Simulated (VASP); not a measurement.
# CdF2 (Fm-3m) in VASP: further runs

The runs below take CdF2 through single point, with PBE, LDA, PBE+D3(BJ), PBE+D4.

Program: VASP 6.6.1. These are calculated values, not measurements. Logs are shortened: lines on timing, memory, paths and dates and some standing lists are left out, and cuts for length are marked.

## (1) The cell of the first run

Symmetry: Fm-3m, No. 225, cubic system. Conventional cell: a = 5.365 Å, b = 5.365 Å, c = 5.365 Å, α = 90.00°, β = 90.00°, γ = 90.00°. Within 3.1 Å of Cd (site symmetry m-3m) lie 8 F at 2.32 Å. F (site symmetry -43m) has 4 Cd at 2.32 Å and 6 F at 2.68 Å within 3.1 Å.

## (2) Single point, PBE

Input file INCAR:

```
SYSTEM = CdF2
  ALGO = Normal
  EDIFF = 1E-6
  ENCUT = 520
  GGA = PE
  ISIF = 2
  ISMEAR = -1
  LASPH = .TRUE.
  LCHARG = .FALSE.
  LREAL = .FALSE.
  LWAVE = .FALSE.
  NBANDS = 20
  NELM = 60
  PREC = Accurate
  SIGMA = 0.02
```

Input file KPOINTS:

```
k-points
0
G
  8 8 8
  0 0 0
```

Input file POSCAR:

```
CdF2
1.0
    0.0000000000      2.6825811146      2.6825811146
    2.6825811146      0.0000000000      2.6825811146
    2.6825811146      2.6825811146      0.0000000000
Cd F
1 2
Direct
    0.0000000000      0.0000000000      0.0000000000
    0.2500000000      0.2500000000      0.2500000000
    0.7500000000      0.7500000000      0.7500000000
```

Potentials or basis: VASP PAW PBE potentials, release 64 (Cd, F).

Command:

```sh
$ cat potpaw_PBE.64/Cd/POTCAR potpaw_PBE.64/F/POTCAR > POTCAR
$ mpirun -np 1 vasp_std > vasp.out
```

OUTCAR:

```text
SYSTEM = CdF2
   EDIFF = 1E-6
   ENCUT = 520
   GGA = PE
   ISIF = 2
   ISMEAR = -1
   LASPH = .TRUE.
   LREAL = .FALSE.
   NELM = 60
   PREC = Accurate

 ion  position               nearest neighbor table
   1  0.000  0.000  0.000-   3 2.32   3 2.32   3 2.32   2 2.32   3 2.32   2 2.32   2 2.32   2 2.32

   2  0.250  0.250  0.250-   1 2.32   1 2.32   1 2.32   1 2.32
   3  0.750  0.750  0.750-   1 2.32   1 2.32   1 2.32   1 2.32

  LATTYP: Found a face centered cubic cell.
 ALAT       =     5.3651622292

  Lattice vectors:

 A1 = (   0.0000000000,   2.6825811146,   2.6825811146)
 A2 = (   2.6825811146,   0.0000000000,   2.6825811146)
 A3 = (   2.6825811146,   2.6825811146,   0.0000000000)

Analysis of symmetry for initial positions (statically):
=====================================================================
 Subroutine PRICEL returns:
 Original cell was already a primitive cell.

 Routine SETGRP: Setting up the symmetry group for a
 face centered cubic supercell.

 Subroutine GETGRP returns: Found 48 space group operations
 (whereof 48 operations were pure point group operations)
 out of a pool of 48 trial point group operations.

The static configuration has the point symmetry O_h .

Analysis of symmetry for dynamics (positions and initial velocities):
=====================================================================
 Subroutine PRICEL returns:
 Original cell was already a primitive cell.

 Routine SETGRP: Setting up the symmetry group for a
 face centered cubic supercell.

 Subroutine GETGRP returns: Found 48 space group operations
 (whereof 48 operations were pure point group operations)
 out of a pool of 48 trial point group operations.

The dynamic configuration has the point symmetry O_h .

 Subroutine INISYM returns: Found 48 space group operations
 (whereof 48 operations are pure point group operations),
 and found     1 'primitive' translations

----------------------------------------------------------------------------------------

                                     Primitive cell

  volume of cell :      38.6090

  direct lattice vectors                    reciprocal lattice vectors
     0.000000000  2.682581115  2.682581115    -0.186387654  0.186387654  0.186387654
     2.682581115  0.000000000  2.682581115     0.186387654 -0.186387654  0.186387654
     2.682581115  2.682581115  0.000000000     0.186387654  0.186387654 -0.186387654

  length of vectors
     3.793742594  3.793742594  3.793742594     0.322832886  0.322832886  0.322832886

  position of ions in fractional coordinates (direct lattice)
     0.000000000  0.000000000  0.000000000
     0.250000000  0.250000000  0.250000000
     0.750000000  0.750000000  0.750000000

  ion indices of the primitive-cell ions
   primitive index   ion index
                 1           1
                 2           2
                 3           3

----------------------------------------------------------------------------------------

 KPOINTS: k-points

Automatic generation of k-mesh.
 Grid dimensions read from file:
 generate k-points for:    8    8    8

 Generating k-lattice:

  Cartesian coordinates                     Fractional coordinates (reciprocal lattice)
    -0.023298457  0.023298457  0.023298457     0.125000000  0.000000000  0.000000000
     0.023298457 -0.023298457  0.023298457     0.000000000  0.125000000  0.000000000
     0.023298457  0.023298457 -0.023298457     0.000000000  0.000000000  0.125000000

  Length of vectors
     0.040354111  0.040354111  0.040354111

  Shift w.r.t. Gamma in fractional coordinates (k-lattice)
     0.000000000  0.000000000  0.000000000

 Subroutine IBZKPT returns following result:
 ===========================================

 Found     29 irreducible k-points:

 Following reciprocal coordinates:
            Coordinates               Weight
  0.000000  0.000000  0.000000      1.000000
  0.125000  0.000000  0.000000      8.000000
  0.250000  0.000000  0.000000      8.000000
  0.375000  0.000000  0.000000      8.000000
  0.500000  0.000000  0.000000      4.000000
  0.125000  0.125000  0.000000      6.000000
[... 16 lines left out ...]
  0.500000  0.250000  0.125000     48.000000
 -0.375000  0.250000  0.125000     24.000000
 [... further k-points ...]
   k-points           NKPTS =     29   k-points in BZ     NKDIM =     29   number of bands    NBANDS=     20
   number of dos      NEDOS =    301   number of ions     NIONS =      3
   total plane-waves  NPLWV =  21952
   dimension x,y,z NGX =    28 NGY =   28 NGZ =   28
   dimension x,y,z NGXF=    56 NGYF=   56 NGZF=   56
   ions per type =               1   2
   NGX,Y,Z   is equivalent  to a cutoff of  12.27, 12.27, 12.27 a.u.
   NGXF,Y,Z  is equivalent  to a cutoff of  24.54, 24.54, 24.54 a.u.
 SYSTEM =  CdF2
   PREC   = accura    normal or accurate (medium, high low for compatibility)
   ISTART =      0    job   : 0-new  1-cont  2-samecut
   ICHARG =      2    charge: 1-file 2-atom 10-const
   ISPIN  =      1    spin polarized calculation?
   LNONCOLLINEAR =      F non collinear calculations
   LSORBIT =      F    spin-orbit coupling
   LASPH  =      T    aspherical Exc in radial PAW
   ENCUT  =  520.0 eV  38.22 Ry    6.18 a.u.   7.05  7.05  7.05*2*pi/ulx,y,z
   NELM   =     60;   NELMIN=  2; NELMDL= -5     # of ELM steps
   EDIFF  = 0.1E-05   stopping-criterion for ELM
   LREAL  =      F    real-space projection
   EDIFFG = 0.1E-04   stopping-criterion for IOM
   NSW    =      0    number of steps for IOM
   IBRION =     -1    ionic relax: 0-MD 1-quasi-New 2-CG
   NFREE  =      0    steps in history (QN), initial steepest desc. (CG)
   ISIF   =      2    stress and relaxation
   ISYM   =      2    0-nonsym 1-usesym 2-fastsym
   POTIM  = 0.5000    time-step for ionic-motion
   TEBEG  =    0.0;   TEEND  =   0.0 temperature during run
   PSTRESS=    0.0 pullay stress
   NELECT =      26.0000    total number of electrons
   NUPDOWN=      -1.0000    fix difference up-down
   EMIN   =  10.00;   EMAX   =-10.00  energy-range for DOS
   EFERMI =   0.00;   METHOD = LEGACY
   ISMEAR =    -1;   SIGMA  =   0.02  broadening in eV -4-tet -1-fermi 0-gaus
   EFERMI_NEDOS =   21; number of points for ismear=-14 and -15
   IALGO  =     38    algorithm
   IMIX   =      4    mixing-type and parameters
     AMIX     =   0.40;   BMIX     =  1.00
     AMIX_MAG =   1.60;   BMIX_MAG =  1.00
  volume/ion in A,a.u.               =      12.87        86.85
  Fermi-wavevector in a.u.,A,eV,Ry     =   1.434949  2.711660 28.015460  2.059078
  Thomas-Fermi vector in A             =   2.554301
   LORBIT       =      0    0 simple, 1 ext, 2 COOP (PROOUT), +10 PAW based schemes
   GGA     = PE    functional components
   LHFCALC =     F    Hartree Fock is set to
   AEXX    =    0.0000 exact exchange contribution
   IVDW    =     0    specifies the selected vdW correction
   LEPSILON=     F    determine dielectric tensor
   LRPA    =     F    only Hartree local field effects (RPA)
 non-spin polarized calculation
  energy-cutoff  :      520.00
  volume of cell :       38.61
 maximum number of plane-waves:      1056
   NGX = 15   NGY = 15   NGZ = 15

 number of electron      25.9999999 magnetization

 Free energy of the ion-electron system (eV)
  ---------------------------------------------------
  ext. energy  EPLUGINS =         0.00000000
  ---------------------------------------------------
  free energy    TOTEN  =       -10.83665923 eV

  energy without entropy =      -10.83665923  energy(sigma->0) =      -10.83665923

 E-fermi :  -0.7642     XC(G=0): -10.4817

 val. band max:       -1.2140742956   @ k =  -0.2500   0.5000   0.2500
 cond. band min:       1.8995969082   @ k =   0.0000   0.0000   0.0000
 fundamental gap:      3.1136712038
 Fermi energy:        -0.7642225671

 k-point     1 :       0.0000    0.0000    0.0000
  band No.  band energies     occupation
      1     -22.0909      2.00000
      2     -20.9508      2.00000
      3      -6.8705      2.00000
      4      -6.8705      2.00000
      5      -6.8705      2.00000
      6      -5.6061      2.00000
[... 12 lines left out ...]
     19      18.7763      0.00000
     20      18.7763      0.00000

 k-point     2 :       0.1250    0.0000    0.0000
  band No.  band energies     occupation
      1     -22.0398      2.00000
      2     -20.9958      2.00000
      3      -6.8095      2.00000
      4      -6.8095      2.00000
      5      -6.6992      2.00000
      6      -5.6253      2.00000
[... 12 lines left out ...]
     19      18.3793      0.00000
     20      18.3793      0.00000

 k-point     3 :       0.2500    0.0000    0.0000
  band No.  band energies     occupation
      1     -21.9011      2.00000
      2     -21.1201      2.00000
      3      -6.6687      2.00000
      4      -6.6687      2.00000
      5      -6.2383      2.00000
      6      -5.6415      2.00000
[... 12 lines left out ...]
     19      17.7137      0.00000
     20      18.5054      0.00000

 k-point     4 :       0.3750    0.0000    0.0000
  band No.  band energies     occupation
      1     -21.7101      2.00000
      2     -21.2933      2.00000
      3      -6.5523      2.00000
      4      -6.5523      2.00000
      5      -5.6564      2.00000
      6      -5.5876      2.00000
[... 12 lines left out ...]
     19      17.2346      0.00000
     20      18.0162      0.00000

 k-point     5 :       0.5000    0.0000    0.0000
  band No.  band energies     occupation
      1     -21.5369      2.00000
      2     -21.4586      2.00000
      3      -6.5170      2.00000
      4      -6.5170      2.00000
      5      -5.5328      2.00000
      6      -5.5328      2.00000
[... 12 lines left out ...]
     19      17.0624      0.00000
     20      17.6576      0.00000

 k-point     6 :       0.1250    0.1250    0.0000
  band No.  band energies     occupation
      1     -22.0240      2.00000
      2     -21.0090      2.00000
      3      -6.7811      2.00000
      4      -6.7811      2.00000
      5      -6.6533      2.00000
      6      -5.6919      2.00000
[... 12 lines left out ...]
     19      18.5512      0.00000
     20      18.9237      0.00000

 k-point     7 :       0.2500    0.1250    0.0000
  band No.  band energies     occupation
      1     -21.9184      2.00000
      2     -21.1016      2.00000
      3      -6.6527      2.00000
      4      -6.6512      2.00000
      5      -6.3049      2.00000
      6      -5.7818      2.00000
[... 12 lines left out ...]
     19      18.6860      0.00000
     20      19.7830      0.00000
[... 277 lines left out ...]
 k-point    20 :      -0.3750    0.3750    0.0000
  band No.  band energies     occupation
      1     -21.5286      2.00000
      2     -21.4237      2.00000
      3      -6.4519      2.00000
      4      -6.0005      2.00000
      5      -5.6954      2.00000
      6      -5.6750      2.00000
[... 12 lines left out ...]
     19      19.3952      0.00000
     20      19.9135      0.00000

 k-point    21 :       0.5000    0.5000    0.0000
  band No.  band energies     occupation
      1     -21.6069      2.00000
      2     -21.3365      2.00000
      3      -6.6687      2.00000
      4      -5.8719      2.00000
      5      -5.8719      2.00000
      6      -5.4860      2.00000
[... 12 lines left out ...]
     19      18.3705      0.00000
     20      20.2872      0.00000

 k-point    22 :       0.3750    0.2500    0.1250
  band No.  band energies     occupation
      1     -21.8042      2.00000
      2     -21.1982      2.00000
      3      -6.5278      2.00000
      4      -6.4821      2.00000
      5      -5.9561      2.00000
      6      -5.8935      2.00000
[... 12 lines left out ...]
     19      18.3556      0.00000
     20      20.7789      0.00000

 k-point    23 :       0.5000    0.2500    0.1250
  band No.  band energies     occupation
      1     -21.6499      2.00000
      2     -21.3316      2.00000
      3      -6.4350      2.00000
      4      -6.3246      2.00000
      5      -5.8587      2.00000
      6      -5.6034      2.00000
[... 12 lines left out ...]
     19      17.8084      0.00000
     20      20.8000      0.00000

 k-point    24 :      -0.3750    0.2500    0.1250
  band No.  band energies     occupation
      1     -21.5057      2.00000
      2     -21.4665      2.00000
      3      -6.4043      2.00000
      4      -6.2843      2.00000
      5      -5.6734      2.00000
      6      -5.6452      2.00000
[... 12 lines left out ...]
     19      17.5929      0.00000
     20      21.1772      0.00000

 [... further k-points ...]
[... 5 lines left out ...]
  --------------------------------------------------------------------------------------
  -------------------------------------------------------------------------------------
  Total        1.8855229      1.8855229      1.8855229      0.0000000      0.0000000     -0.0000000
  in kB       78.2444985     78.2444985     78.2444985      0.0000000      0.0000000     -0.0000000
  external PRESSURE =      78.2444985 kB  Pullay stress =       0.0000000 kB

 VOLUME and BASIS-vectors are now :
 -----------------------------------------------------------------------------
  energy-cutoff  :      520.00
  volume of cell :       38.61
      direct lattice vectors                 reciprocal lattice vectors
     0.000000000  2.682581115  2.682581115    -0.186387654  0.186387654  0.186387654
     2.682581115  0.000000000  2.682581115     0.186387654 -0.186387654  0.186387654
     2.682581115  2.682581115  0.000000000     0.186387654  0.186387654 -0.186387654

 POSITION                                       TOTAL-FORCE (eV/Angst)
 -----------------------------------------------------------------------------------
      0.00000      0.00000      0.00000        -0.000000     -0.000000     -0.000000
      1.34129      1.34129      1.34129         0.000000     -0.000000      0.000000
      4.02387      4.02387      4.02387        -0.000000      0.000000      0.000000
 -----------------------------------------------------------------------------------
    total drift:                                0.000000      0.000000      0.000000

  FREE ENERGIE OF THE ION-ELECTRON SYSTEM (eV)
  ---------------------------------------------------
  free  energy   TOTEN  =       -10.8366592350 eV

  energy  without entropy=      -10.8366592349  energy(sigma->0) =      -10.83665923
```

Wall time 20 s (1 thread of Intel Xeon Platinum 8259CL at 2.50GHz (Skylake/Cascade Lake), shared host); peak memory 0.16 GiB.

Results:

- Free energy: -10.8367 eV
- Pressure: 7.8 GPa
- Band gap on the k mesh: 3.11 eV (least direct gap 3.60 eV)

Caveat: the cell stands under pressure.

## (3) Single point, LDA

Input file INCAR:

```
SYSTEM = CdF2
PREC = Accurate ; ENCUT = 520
EDIFF = 1E-7 ; ISMEAR = 0
SIGMA = 0.01 ; LREAL = .False.
LASPH = .True. ; NELM = 100
ALGO = Normal ; ISIF = 2
LWAVE = .False. ; LCHARG = .True.
GGA = CA ; LELF = .True.
LVHAR = .True. ; NBANDS = 20
```

Input file KPOINTS:

```
regular mesh
0
Gamma
  8 8 8
  0 0 0
```

POSCAR is that of step 2.

Potentials or basis: VASP PAW LDA potentials, release 64 (Cd, F).

Command:

```sh
$ cat potpaw_LDA.64/Cd/POTCAR potpaw_LDA.64/F/POTCAR > POTCAR
$ mpirun -np 1 vasp_std > vasp.out
```

OUTCAR:

```text
SYSTEM = CdF2
   PREC = Accurate
   ENCUT = 520
   EDIFF = 1E-7
   ISMEAR = 0
   LREAL = .False.
   LASPH = .True.
   NELM = 100
   ISIF = 2
   GGA = CA

 ion  position               nearest neighbor table
   1  0.000  0.000  0.000-   3 2.32   3 2.32   3 2.32   2 2.32   3 2.32   2 2.32   2 2.32   2 2.32

   2  0.250  0.250  0.250-   1 2.32   1 2.32   1 2.32   1 2.32
   3  0.750  0.750  0.750-   1 2.32   1 2.32   1 2.32   1 2.32

  LATTYP: Found a face centered cubic cell.
 ALAT       =     5.3651622292

  Lattice vectors:

 A1 = (   0.0000000000,   2.6825811146,   2.6825811146)
 A2 = (   2.6825811146,   0.0000000000,   2.6825811146)
 A3 = (   2.6825811146,   2.6825811146,   0.0000000000)

Analysis of symmetry for initial positions (statically):
=====================================================================
 Subroutine PRICEL returns:
 Original cell was already a primitive cell.

 Routine SETGRP: Setting up the symmetry group for a
 face centered cubic supercell.

 Subroutine GETGRP returns: Found 48 space group operations
 (whereof 48 operations were pure point group operations)
[... 160 lines left out ...]
  ext. energy  EPLUGINS =         0.00000000
  ---------------------------------------------------
  free energy    TOTEN  =       -12.72719133 eV

  energy without entropy =      -12.72719133  energy(sigma->0) =      -12.72719133

 E-fermi :  -1.4054     XC(G=0): -11.1961

 val. band max:       -1.5613919298   @ k =  -0.2500   0.5000   0.2500
 cond. band min:       1.2800571426   @ k =   0.0000   0.0000   0.0000
 fundamental gap:      2.8414490724
 Fermi energy:        -1.4054426352

 k-point     1 :       0.0000    0.0000    0.0000
  band No.  band energies     occupation
      1     -22.0821      2.00000
      2     -20.8627      2.00000
      3      -7.2486      2.00000
      4      -7.2486      2.00000
      5      -7.2486      2.00000
      6      -5.9102      2.00000
[... 541 lines left out ...]
     19      16.8525      0.00000
     20      20.4406      0.00000

 [... further k-points ...]
[... 5 lines left out ...]
  --------------------------------------------------------------------------------------
  -------------------------------------------------------------------------------------
  Total       -0.8099468     -0.8099468     -0.8099468      0.0000000      0.0000000     -0.0000000
  in kB      -33.6107733    -33.6107733    -33.6107733      0.0000000      0.0000000     -0.0000000
  external PRESSURE =     -33.6107733 kB  Pullay stress =       0.0000000 kB

 VOLUME and BASIS-vectors are now :
 -----------------------------------------------------------------------------
  energy-cutoff  :      520.00
  volume of cell :       38.61
      direct lattice vectors                 reciprocal lattice vectors
     0.000000000  2.682581115  2.682581115    -0.186387654  0.186387654  0.186387654
     2.682581115  0.000000000  2.682581115     0.186387654 -0.186387654  0.186387654
     2.682581115  2.682581115  0.000000000     0.186387654  0.186387654 -0.186387654

 POSITION                                       TOTAL-FORCE (eV/Angst)
 -----------------------------------------------------------------------------------
      0.00000      0.00000      0.00000        -0.000000     -0.000000     -0.000000
      1.34129      1.34129      1.34129         0.000000      0.000000      0.000000
      4.02387      4.02387      4.02387        -0.000000      0.000000      0.000000
 -----------------------------------------------------------------------------------
    total drift:                                0.000000      0.000000      0.000000

  FREE ENERGIE OF THE ION-ELECTRON SYSTEM (eV)
  ---------------------------------------------------
  free  energy   TOTEN  =       -12.7271913274 eV

  energy  without entropy=      -12.7271913274  energy(sigma->0) =      -12.72719133
```

Wall time 21 s (1 thread of Intel Xeon Platinum 8259CL at 2.50GHz (Skylake/Cascade Lake), shared host); peak memory 0.15 GiB.

What came out:

```yaml
Free_energy: -12.7272 eV
Pressure: -3.4 GPa
Band_gap_on_the_k_mesh: 2.84 eV (least direct gap 3.31 eV)
```

Levels at points of the mesh, in eV from the valence-band top:
```csv
k point,band 11,band 12,band 13,band 14,band 15,band 16
"(0.00, 0.00, 0.00)",-0.46,-0.46,-0.46,2.84,12.37,12.37
"(0.50, 0.00, 0.00)",-1.95,-0.38,-0.38,7.04,8.83,14.25
"(0.50, 0.50, 0.00)",-0.54,-0.09,-0.09,7.86,9.41,11.48
```

Caveat: the cell stands under tension. A hybrid or GW would open this gap; LDA tends to underestimate it.

(Part 1 of 2 ends here.)
